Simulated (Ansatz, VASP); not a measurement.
Given: the input of a run of Ansatz 0.2.0 on I.

input.yaml

```yaml
crystal:
  lattice:
    - [0.0, 2.3656004428, 3.9098401324]
    - [2.1922454667, 0.0, 3.9098401324]
    - [2.1922454667, 2.3656004428, 0.0]
  atoms:
    - { symbol: I, position: [0.0, 0.0, 0.0] }
hamiltonian:
  xc: pbe
  pseudopotentials: { kind: paw }
kpoints:
  mp_grid: { grid: [9, 9, 9] }
scf:
  occupations: { method: gaussian, width: 0.024 }
output:
  forces: true
  stress: true
  eigenvalues: true
```

Potentials or basis: Ansatz PAW.

The run is started by

```sh
$ ansatz run input.yaml --threads 2 --pin off --max-ram 5632MiB --backend cpu --events-out ev --progress --plain --runs-dir out
```

Problem. Translate it to VASP 6.6.1. Potentials there: VASP PAW PBE potentials, release 64 (I).

Solution. As run (the cutoff follows the program's own potentials):

Contents of INCAR:

```
ALGO     = Normal         # electronic algorithm
EDIFF    = 1E-6           # SCF threshold, eV
ENCUT    = 520            # plane-wave cutoff, eV
GGA      = PE             # functional
ISIF     = 2              # what is computed and relaxed
ISMEAR   = 0              # smearing method
LASPH    = True           # aspherical terms in the spheres
LCHARG   = True           # write CHGCAR
LELF     = True           # ELF
LREAL    = False          # projectors in reciprocal space
LVHAR    = True         
LWAVE    = False          # write WAVECAR
NBANDS   = 10             # bands
NELM     = 60             # most SCF steps
PREC     = Accurate       # precision mode
SIGMA    = 0.024          # smearing width, eV
```

KPOINTS

```
k-points
0
Gamma
  9 9 9
```

Contents of POSCAR:

```
I
1.0
    0.0000000000      2.3656004428      3.9098401324
    2.1922454667      0.0000000000      3.9098401324
    2.1922454667      2.3656004428      0.0000000000
I
1
Direct
    0.0000000000      0.0000000000      0.0000000000
```

Potentials or basis: VASP PAW PBE potentials, release 64 (I).

Command:

```console
$ cat potpaw_PBE.64/I/POTCAR > POTCAR
$ mpirun -np 1 vasp_std > vasp.out
```

Both were run:

|  | VASP | Ansatz | Ansatz less VASP |
| --- | --- | --- | --- |
| gap on the k mesh at the Fermi level (eV) | none | none | - |
| pressure (GPa) | 0.4 | 0.4 | +0.03 |
| traceless stress, the component that is largest in VASP (GPa) | 0.35 | 0.32 | -0.034 |

A gap of «none» marks a metal or a gap that the smearing closes. VASP's potentials hold 7 valence electrons a cell and Ansatz's 17, so a difference there can come from the potentials and not from the codes.

Neither program's run includes spin-orbit coupling.
